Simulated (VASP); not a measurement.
# CdS in VASP: notebook

CdS is run at these levels: r2SCAN; tasks: single point.

Program: VASP 6.6.1. These are calculated values, not measurements. Logs are shortened: lines on timing, memory, paths and dates and some standing lists are left out, and cuts for length are marked.

### 1 The cell of the first run

Symmetry: Cm, No. 8, monoclinic system. Conventional cell: a = 5.454 Å, b = 5.454 Å, c = 3.856 Å, α = 90.00°, β = 135.00°, γ = 90.00°. Cd (site symmetry m) has 6 S at 2.62 to 2.83 Å within 3.5 Å. Within 3.5 Å of S (site symmetry m) lie 6 Cd at 2.62 to 2.83 Å.

### 2 Single point, r2SCAN (mode 4 frozen in at -0.081 Å and mode 5 at -0.041 Å (largest displacements))

The input, POSCAR:

```
CdS
1.0
    0.0000000000      2.7269062253      2.7269062253
    2.7269062253      0.0000000000      2.7269062253
    2.7269062253      2.7269062253      0.0000000000
Cd S
1 1
Direct
   -0.0021230927      0.0021230927      0.0063692780
    0.5074443337      0.4925556663      0.4776669988
```

The input, INCAR.step1:

```
  ALGO = Normal
  EDIFF = 1E-4
  ENCUT = 520
  GGA = PE
  ISMEAR = 0
  LASPH = True
  LCHARG = False
  LREAL = False
  LWAVE = True
  NBANDS = 16
  NELM = 80
  PREC = Accurate
  SIGMA = 0.05
```

The input, INCAR.step2:

```
  ALGO = Normal
  EDIFF = 1E-6
  ENCUT = 520
  ISIF = 2
  ISMEAR = 0
  ISTART = 1
  LASPH = True
  LCHARG = True
  LELF = True
  LMIXTAU = True
  LREAL = False
  LVHAR = True
  LWAVE = False
  METAGGA = R2SCAN
  NBANDS = 16
  NELM = 80
  PREC = Accurate
  SIGMA = 0.05
```

The input, KPOINTS:

```
k-points
0
Gamma
  8 8 8
```

Potentials or basis: VASP PAW PBE potentials, release 64 (Cd, S).

The run is started by

```
$ cat potpaw_PBE.64/Cd/POTCAR potpaw_PBE.64/S/POTCAR > POTCAR
$ cp INCAR.step1 INCAR
$ mpirun -np 1 vasp_std > vasp.out
$ cp INCAR.step2 INCAR
$ mpirun -np 1 vasp_std > vasp.out
```

OUTCAR:

```text
EDIFF = 1E-6
   ENCUT = 520
   ISIF = 2
   ISMEAR = 0
   ISTART = 1
   LASPH = True
   LREAL = False
   METAGGA = R2SCAN
   NELM = 80
   PREC = Accurate

 ion  position               nearest neighbor table
   1  0.998  0.002  0.006-   2 2.62   2 2.68   2 2.73   2 2.73   2 2.78   2 2.83
   2  0.507  0.493  0.478-   1 2.62   1 2.68   1 2.73   1 2.73   1 2.78   1 2.83

  LATTYP: Found a face centered cubic cell.
 ALAT       =     5.4538124506

  Lattice vectors:

 A1 = (   0.0000000000,   2.7269062253,   2.7269062253)
 A2 = (   2.7269062253,   0.0000000000,   2.7269062253)
 A3 = (   2.7269062253,   2.7269062253,   0.0000000000)

Analysis of symmetry for initial positions (statically):
=====================================================================
 Subroutine PRICEL returns:
 Original cell was already a primitive cell.

 Routine SETGRP: Setting up the symmetry group for a
 face centered cubic supercell.

 Subroutine GETGRP returns: Found  2 space group operations
 (whereof  2 operations were pure point group operations)
 out of a pool of 48 trial point group operations.

The static configuration has the point symmetry C_1h.

Analysis of symmetry for dynamics (positions and initial velocities):
=====================================================================
 Subroutine PRICEL returns:
 Original cell was already a primitive cell.

 Routine SETGRP: Setting up the symmetry group for a
 face centered cubic supercell.

 Subroutine GETGRP returns: Found  2 space group operations
 (whereof  2 operations were pure point group operations)
 out of a pool of 48 trial point group operations.

The dynamic configuration has the point symmetry C_1h.

 Subroutine INISYM returns: Found  2 space group operations
 (whereof  2 operations are pure point group operations),
 and found     1 'primitive' translations

----------------------------------------------------------------------------------------

                                     Primitive cell

  volume of cell :      40.5546

  direct lattice vectors                    reciprocal lattice vectors
     0.000000000  2.726906225  2.726906225    -0.183357974  0.183357974  0.183357974
     2.726906225  0.000000000  2.726906225     0.183357974 -0.183357974  0.183357974
     2.726906225  2.726906225  0.000000000     0.183357974  0.183357974 -0.183357974

  length of vectors
     3.856427767  3.856427767  3.856427767     0.317585326  0.317585326  0.317585326

  position of ions in fractional coordinates (direct lattice)
[... 79 lines left out ...]
   EDIFF  = 0.1E-05   stopping-criterion for ELM
   LREAL  =      F    real-space projection
   EDIFFG = 0.1E-04   stopping-criterion for IOM
   NSW    =      0    number of steps for IOM
   IBRION =     -1    ionic relax: 0-MD 1-quasi-New 2-CG
   NFREE  =      0    steps in history (QN), initial steepest desc. (CG)
   ISIF   =      2    stress and relaxation
   ISYM   =      2    0-nonsym 1-usesym 2-fastsym
   POTIM  = 0.5000    time-step for ionic-motion
   TEBEG  =    0.0;   TEEND  =   0.0 temperature during run
   PSTRESS=    0.0 pullay stress
   NELECT =      18.0000    total number of electrons
   NUPDOWN=      -1.0000    fix difference up-down
   EMIN   =  10.00;   EMAX   =-10.00  energy-range for DOS
   EFERMI =   0.00;   METHOD = LEGACY
   ISMEAR =     0;   SIGMA  =   0.05  broadening in eV -4-tet -1-fermi 0-gaus
   EFERMI_NEDOS =   21; number of points for ismear=-14 and -15
   IALGO  =     38    algorithm
   IMIX   =      4    mixing-type and parameters
     AMIX     =   0.40;   BMIX     =  1.00
     AMIX_MAG =   1.60;   BMIX_MAG =  1.00
  volume/ion in A,a.u.               =      20.28       136.84
  Fermi-wavevector in a.u.,A,eV,Ry     =   1.248779  2.359849 21.217580  1.559448
  Thomas-Fermi vector in A             =   2.382850
   LORBIT       =      0    0 simple, 1 ext, 2 COOP (PROOUT), +10 PAW based schemes
   METAGGA = R2SCAN    functional components
   LHFCALC =     F    Hartree Fock is set to
   AEXX    =    0.0000 exact exchange contribution
   IVDW    =     0    specifies the selected vdW correction
   LEPSILON=     F    determine dielectric tensor
   LRPA    =     F    only Hartree local field effects (RPA)
 non-spin polarized calculation
 Gauss-broadening in eV      SIGMA  =   0.05
  energy-cutoff  :      520.00
  volume of cell :       40.55
 maximum number of plane-waves:      1106
 NGX is ok and might be reduce to    30
   NGX = 15   NGY = 15   NGZ = 15

 number of electron      18.0000000 magnetization

 Free energy of the ion-electron system (eV)
  ---------------------------------------------------
  ext. energy  EPLUGINS =         0.00000000
  ---------------------------------------------------
  free energy    TOTEN  =       -29.51139379 eV

  energy without entropy =      -29.51139379  energy(sigma->0) =      -29.51139379

 E-fermi :   2.9715     XC(G=0): -11.0007

 val. band max:        2.7415305397   @ k =   0.0000   0.0000   0.5000
 cond. band min:       3.5020520445   @ k =   0.5000   0.5000   0.0000
 fundamental gap:      0.7605215048
 Fermi energy:         2.9714866695

 k-point     1 :       0.0000    0.0000    0.0000
  band No.  band energies     occupation
      1     -10.5998      2.00000
      2      -5.1337      2.00000
      3      -5.1190      2.00000
      4      -5.1160      2.00000
      5      -5.1085      2.00000
      6      -5.1074      2.00000
[... 433 lines left out ...]
      3      -5.2984      2.00000
      4      -5.2035      2.00000
      5      -4.9659      2.00000
      6      -4.9257      2.00000
[... 8 lines left out ...]
     15      16.1411      0.00000
     16      16.2016      0.00000

 [... further k-points ...]

------------------------ aborting loop because EDIFF is reached ----------------------------------------

  FORCE on cell =-STRESS in cart. coord.  units (eV):
  Direction    XX          YY          ZZ          XY          YZ          ZX
  --------------------------------------------------------------------------------------
  -------------------------------------------------------------------------------------
  Total        0.3942637      0.1704460      0.0972084     -0.0236278      0.0000000      0.0000000
  in kB       15.5760282      6.7337489      3.8403751     -0.9334561      0.0000000      0.0000000
  external PRESSURE =       8.7167174 kB  Pullay stress =       0.0000000 kB

 VOLUME and BASIS-vectors are now :
 -----------------------------------------------------------------------------
  energy-cutoff  :      520.00
  volume of cell :       40.55
      direct lattice vectors                 reciprocal lattice vectors
     0.000000000  2.726906225  2.726906225    -0.183357974  0.183357974  0.183357974
     2.726906225  0.000000000  2.726906225     0.183357974 -0.183357974  0.183357974
     2.726906225  2.726906225  0.000000000     0.183357974  0.183357974 -0.183357974

 POSITION                                       TOTAL-FORCE (eV/Angst)
 -----------------------------------------------------------------------------------
      0.02316      2.73849      2.72691        -0.210206     -0.094309      0.000000
      2.64571      2.68631      2.72691         0.210206      0.094309      0.000000
 -----------------------------------------------------------------------------------
    total drift:                               -0.000234     -0.000178      0.000002

  FREE ENERGIE OF THE ION-ELECTRON SYSTEM (eV)
  ---------------------------------------------------
  free  energy   TOTEN  =       -29.5113937895 eV

  energy  without entropy=      -29.5113937895  energy(sigma->0) =      -29.51139379
```

OSZICAR.step1:

```text
N       E                     dE             d eps       ncg     rms          rms(c)
DAV:   1     0.108164785588E+03    0.10816E+03   -0.94069E+03  4952   0.107E+03
DAV:   2    -0.262677796710E+01   -0.11079E+03   -0.10353E+03  5816   0.258E+02
DAV:   3    -0.641562694816E+01   -0.37888E+01   -0.37824E+01  6024   0.498E+01
DAV:   4    -0.643334146590E+01   -0.17715E-01   -0.17713E-01  5832   0.337E+00
DAV:   5    -0.643350750779E+01   -0.16604E-03   -0.16604E-03  6040   0.317E-01    0.774E+00
DAV:   6    -0.588332862862E+01    0.55018E+00   -0.85312E-01  6472   0.117E+01    0.644E+00
DAV:   7    -0.585765002924E+01    0.25679E-01   -0.17497E-01  6224   0.300E+00    0.331E+00
DAV:   8    -0.585687917695E+01    0.77085E-03   -0.18617E-02  5680   0.169E+00    0.319E-01
DAV:   9    -0.585668230253E+01    0.19687E-03   -0.15817E-03  5984   0.576E-01    0.633E-02
DAV:  10    -0.585672488377E+01   -0.42581E-04   -0.18474E-04  5016   0.142E-01
   1 F= -.58567249E+01 E0= -.58567248E+01  d E =-.151084E-06
```

It took 3.1 min on 1 thread of Intel Xeon 6975P-C (Granite Rapids), shared host; peak memory 0.24 GiB.

Results:

| Item | Value |
| --- | --- |
| Free energy | -29.5114 eV |
| Pressure | 0.9 GPa |
| Largest force | 0.230 eV/Å |
| Band gap on the k mesh | 0.76 eV, indirect (least direct gap 2.33 eV) |

Forces on the atoms (eV/Å):
```
Cd  -0.210 -0.094  0.000
S    0.210  0.094  0.000
```

Stress tensor (GPa, compression positive):
```
 1.56 -0.09  0.00
-0.09  0.67  0.00
 0.00  0.00  0.38
```

Levels at points of the mesh, in eV from the valence-band top:
| k point | band 7 | band 8 | band 9 | band 10 | band 11 | band 12 |
| --- | --- | --- | --- | --- | --- | --- |
| (0.00, 0.00, 0.00) | -0.75 | -0.74 | -0.73 | 1.60 | 9.65 | 9.67 |
| (0.50, 0.00, 0.00) | -4.92 | -0.03 | -0.01 | 4.09 | 6.49 | 6.51 |
| (0.00, 0.00, 0.50) | -4.90 | -0.01 | 0.00 | 4.07 | 6.47 | 6.50 |
| (0.50, 0.50, 0.00) | -4.34 | -2.19 | -2.17 | 0.76 | 6.38 | 10.79 |
| (0.00, 0.50, 0.50) | -4.37 | -2.19 | -2.19 | 0.77 | 6.42 | 10.82 |
| (0.50, 0.00, 0.50) | -4.35 | -2.19 | -2.17 | 0.76 | 6.39 | 10.80 |

Caveat: the cell differs from its parent crystal (mode 4 frozen in at -0.081 Å and mode 5 at -0.041 Å (largest displacements)); the PAW data sets were made with another functional, which shifts forces and pressure a little.

### 3 Single point, r2SCAN

The input, POSCAR:

```
CdS
1.0
    0.0000000000      2.7269062253      2.7269062253
    2.7269062253      0.0000000000      2.7269062253
    2.7269062253      2.7269062253      0.0000000000
Cd S
1 1
Direct
    0.0000000000      0.0000000000      0.0000000000
    0.5000000000      0.5000000000      0.5000000000
```

The input, INCAR.step1:

```
PREC = Accurate
ENCUT = 520
ISMEAR = 0
SIGMA = 0.05
LREAL = False
LASPH = True
NELM = 60
NBANDS = 16
GGA = PE
ALGO = Normal
EDIFF = 1E-4
LWAVE = True
LCHARG = False
```

The input, INCAR.step2:

```
PREC = Accurate
ENCUT = 520
EDIFF = 1E-7
ISMEAR = 0
SIGMA = 0.05
LREAL = False
LASPH = True
NELM = 60
ALGO = Normal
ISIF = 2
LWAVE = False
LCHARG = False
METAGGA = R2SCAN
LMIXTAU = True
NBANDS = 16
ISTART = 1
```

The input, KPOINTS:

```
regular mesh
0
Gamma
  8 8 8
```

Potentials or basis: VASP PAW PBE potentials, release 64 (Cd, S).

The run is started by

```
$ cat potpaw_PBE.64/Cd/POTCAR potpaw_PBE.64/S/POTCAR > POTCAR
$ cp INCAR.step1 INCAR
$ mpirun -np 1 vasp_std > vasp.out
$ cp INCAR.step2 INCAR
$ mpirun -np 1 vasp_std > vasp.out
```

OUTCAR:

```text
PREC = Accurate
   ENCUT = 520
   EDIFF = 1E-7
   ISMEAR = 0
   LREAL = False
   LASPH = True
   NELM = 60
   ISIF = 2
   METAGGA = R2SCAN
   ISTART = 1

 ion  position               nearest neighbor table
   1  0.000  0.000  0.000-   2 2.73   2 2.73   2 2.73   2 2.73   2 2.73   2 2.73
   2  0.500  0.500  0.500-   1 2.73   1 2.73   1 2.73   1 2.73   1 2.73   1 2.73

  LATTYP: Found a face centered cubic cell.
 ALAT       =     5.4538124506

  Lattice vectors:

[... 645 lines left out ...]

  FORCE on cell =-STRESS in cart. coord.  units (eV):
  Direction    XX          YY          ZZ          XY          YZ          ZX
  --------------------------------------------------------------------------------------
  -------------------------------------------------------------------------------------
  Total        0.1168857      0.1168857      0.1168857     -0.0000000      0.0000000     -0.0000000
  in kB        4.6177599      4.6177599      4.6177599     -0.0000000      0.0000000     -0.0000000
  external PRESSURE =       4.6177599 kB  Pullay stress =       0.0000000 kB

 VOLUME and BASIS-vectors are now :
 -----------------------------------------------------------------------------
  energy-cutoff  :      520.00
  volume of cell :       40.55
      direct lattice vectors                 reciprocal lattice vectors
     0.000000000  2.726906225  2.726906225    -0.183357974  0.183357974  0.183357974
     2.726906225  0.000000000  2.726906225     0.183357974 -0.183357974  0.183357974
     2.726906225  2.726906225  0.000000000     0.183357974  0.183357974 -0.183357974

 POSITION                                       TOTAL-FORCE (eV/Angst)
 -----------------------------------------------------------------------------------
      0.00000      0.00000      0.00000        -0.000000     -0.000000     -0.000000
      2.72691      2.72691      2.72691         0.000000      0.000000      0.000000
 -----------------------------------------------------------------------------------
    total drift:                               -0.000000      0.000000      0.000000

  FREE ENERGIE OF THE ION-ELECTRON SYSTEM (eV)
  ---------------------------------------------------
  free  energy   TOTEN  =       -29.5243781715 eV

  energy  without entropy=      -29.5243781715  energy(sigma->0) =      -29.52437817
```

OUTCAR.step1:

```text
PREC = Accurate
   ENCUT = 520
   ISMEAR = 0
   LREAL = False
   LASPH = True
[... 678 lines left out ...]
      0.00000      0.00000      0.00000         0.000000      0.000000      0.000000
      2.72691      2.72691      2.72691        -0.000000     -0.000000     -0.000000
 -----------------------------------------------------------------------------------
    total drift:                               -0.000000      0.000000      0.000000

  FREE ENERGIE OF THE ION-ELECTRON SYSTEM (eV)
  ---------------------------------------------------
  free  energy   TOTEN  =        -5.8689098438 eV

  energy  without entropy=       -5.8689088007  energy(sigma->0) =       -5.86890932
```

Run time: 74 s. Hardware: 1 thread of Intel Xeon Platinum 8488C (Sapphire Rapids), shared host; peak memory 0.17 GiB.

What came out:

- Free energy: -29.5244 eV
- Pressure: 0.5 GPa
- Band gap on the k mesh: 0.73 eV, indirect (least direct gap 2.35 eV)

Caveat: the PAW data sets were made with another functional, which shifts forces and pressure a little. r2SCAN opens gaps a little over a GGA but as a rule still falls short of measured ones.

### 4 Single point, r2SCAN (mode 4 frozen in at -0.041 Å and mode 5 at +0.000 Å (largest displacements))

The input, POSCAR:

```
CdS
1.0
    0.0000000000      2.7269062253      2.7269062253
    2.7269062253      0.0000000000      2.7269062253
    2.7269062253      2.7269062253      0.0000000000
Cd S
1 1
Direct
   -0.0021230927      0.0021230927      0.0021230927
    0.5074443337      0.4925556663      0.4925556663
```

The input, INCAR.step1:

```
SYSTEM = CdS
PREC     = Accurate       ! precision mode
ENCUT    = 520            ! plane-wave cutoff, eV
ISMEAR   = 0              ! smearing method
SIGMA    = 0.05           ! smearing width, eV
LREAL    = .False.        ! projectors in reciprocal space
LASPH    = .True.         ! aspherical terms in the spheres
NELM     = 60             ! most SCF steps
NBANDS   = 16             ! bands
GGA      = PE             ! functional
ALGO     = Normal         ! electronic algorithm
EDIFF    = 1E-4           ! SCF threshold, eV
LWAVE    = .True.         ! write WAVECAR
LCHARG   = .False.        ! write CHGCAR
```

The input, INCAR.step2:

```
SYSTEM = CdS
PREC     = Accurate       ! precision mode
ENCUT    = 520            ! plane-wave cutoff, eV
EDIFF    = 1E-7           ! SCF threshold, eV
ISMEAR   = 0              ! smearing method
SIGMA    = 0.05           ! smearing width, eV
LREAL    = .False.        ! projectors in reciprocal space
LASPH    = .True.         ! aspherical terms in the spheres
NELM     = 60             ! most SCF steps
ALGO     = Normal         ! electronic algorithm
ISIF     = 2              ! what is computed and relaxed
LWAVE    = .False.        ! write WAVECAR
LCHARG   = .False.        ! write CHGCAR
METAGGA  = R2SCAN         ! meta-GGA
LMIXTAU  = .True.       
NBANDS   = 16             ! bands
ISTART   = 1
```

The input, KPOINTS:

```
Automatic mesh
0
Gamma
  8 8 8
  0 0 0
```

The run is started by

```
$ cat potpaw_PBE.64/Cd/POTCAR potpaw_PBE.64/S/POTCAR > POTCAR
$ cp INCAR.step1 INCAR
$ mpirun -np 1 vasp_std > vasp.out
$ cp INCAR.step2 INCAR
$ mpirun -np 1 vasp_std > vasp.out
```

Wall time 2.3 min (1 thread of Intel Xeon Platinum 8488C (Sapphire Rapids), shared host); peak memory 0.18 GiB.

It converged, with:

* Free energy: -29.5218 eV
* Pressure: 0.5 GPa
* Largest force: 0.099 eV/Å
* Band gap on the k mesh: 0.74 eV, indirect (least direct gap 2.35 eV)

Forces on the atoms (eV/Å):
```
Cd  -0.099  0.000  0.000
S    0.099  0.000  0.000
```

Stress tensor (GPa, compression positive):
```
0.74 0.00 0.00
0.00 0.45 0.00
0.00 0.00 0.45
```

Levels at points of the mesh, in eV from the valence-band top:
```
           k point  band 5  band 6  band 7  band 8  band 9  band 10  band 11  band 12  band 13  band 14
(0.00, 0.00, 0.00)   -7.86   -7.85   -0.76   -0.76   -0.76     1.59     9.72     9.72     9.73    11.99
(0.50, 0.00, 0.00)   -7.65   -7.65   -4.92    0.00    0.00     4.06     6.47     6.47     7.60    13.06
(0.50, 0.50, 0.00)   -7.58   -6.85   -4.35   -2.20   -2.19     0.74     6.41    10.79    12.29    12.30
(0.00, 0.50, 0.50)   -7.58   -6.85   -4.36   -2.20   -2.20     0.74     6.42    10.79    12.29    12.29
```

Caveat: the cell differs from its parent crystal (mode 4 frozen in at -0.041 Å and mode 5 at +0.000 Å (largest displacements)); the PAW data sets were made with another functional, which shifts forces and pressure a little. A k mesh can miss the band edges.

### 5 Single point, r2SCAN (mode 4 frozen in at -0.081 Å and mode 5 at +0.000 Å (largest displacements))

The input, POSCAR:

```
CdS
1.0
    0.0000000000      2.7269062253      2.7269062253
    2.7269062253      0.0000000000      2.7269062253
    2.7269062253      2.7269062253      0.0000000000
Cd S
1 1
Direct
   -0.0042461853      0.0042461853      0.0042461853
    0.5148886675      0.4851113325      0.4851113325
```

The input, INCAR.step1:

```
SYSTEM = CdS
PREC = Accurate
ENCUT = 520
ISMEAR = 0
SIGMA = 0.05
LREAL = .FALSE.
LASPH = .TRUE.
NELM = 80
NBANDS = 16
GGA = PE
ALGO = Normal
EDIFF = 1E-4
LWAVE = .TRUE.
LCHARG = .FALSE.
```

The input, INCAR.step2:

```
SYSTEM = CdS
PREC = Accurate
ENCUT = 520
EDIFF = 1E-7
ISMEAR = 0
SIGMA = 0.05
LREAL = .FALSE.
LASPH = .TRUE.
NELM = 80
ALGO = Normal
ISIF = 2
LWAVE = .FALSE.
LCHARG = .FALSE.
METAGGA = R2SCAN
LMIXTAU = .TRUE.
NBANDS = 16
ISTART = 1
```

The input, KPOINTS:

```
regular mesh
0
G
  8 8 8
  0 0 0
```

The run is started by

```
$ cat potpaw_PBE.64/Cd/POTCAR potpaw_PBE.64/S/POTCAR > POTCAR
$ cp INCAR.step1 INCAR
$ mpirun -np 1 vasp_std > vasp.out
$ cp INCAR.step2 INCAR
$ mpirun -np 1 vasp_std > vasp.out
```

Wall time 2.3 min (1 thread of Intel Xeon Platinum 8488C (Sapphire Rapids), shared host); peak memory 0.19 GiB.

Results (log left out):

```
Free energy            : -29.5138 eV
Pressure               : 0.8 GPa
Largest force          : 0.213 eV/Å
Band gap on the k mesh : 0.76 eV, indirect (least direct gap 2.34 eV)
```

Forces on the atoms (eV/Å):
```
Cd  -0.213  0.000  0.000
S    0.213  0.000  0.000
```

Stress tensor (GPa, compression positive):
```
1.57 0.00 0.00
0.00 0.40 0.00
0.00 0.00 0.40
```

Levels at points of the mesh, in eV from the valence-band top:
| k point | band 7 | band 8 | band 9 | band 10 | band 11 | band 12 |
| --- | --- | --- | --- | --- | --- | --- |
| (0.00, 0.00, 0.00) | -0.74 | -0.74 | -0.74 | 1.60 | 9.69 | 9.69 |
| (0.50, 0.00, 0.00) | -4.91 | -0.01 | 0.00 | 4.08 | 6.48 | 6.50 |
| (0.50, 0.50, 0.00) | -4.34 | -2.19 | -2.17 | 0.76 | 6.39 | 10.79 |
| (0.00, 0.50, 0.50) | -4.37 | -2.19 | -2.19 | 0.77 | 6.43 | 10.82 |

Caveat: the cell differs from its parent crystal (mode 4 frozen in at -0.081 Å and mode 5 at +0.000 Å (largest displacements)); the PAW data sets were made with another functional, which shifts forces and pressure a little.

[end of part 1 of 2]
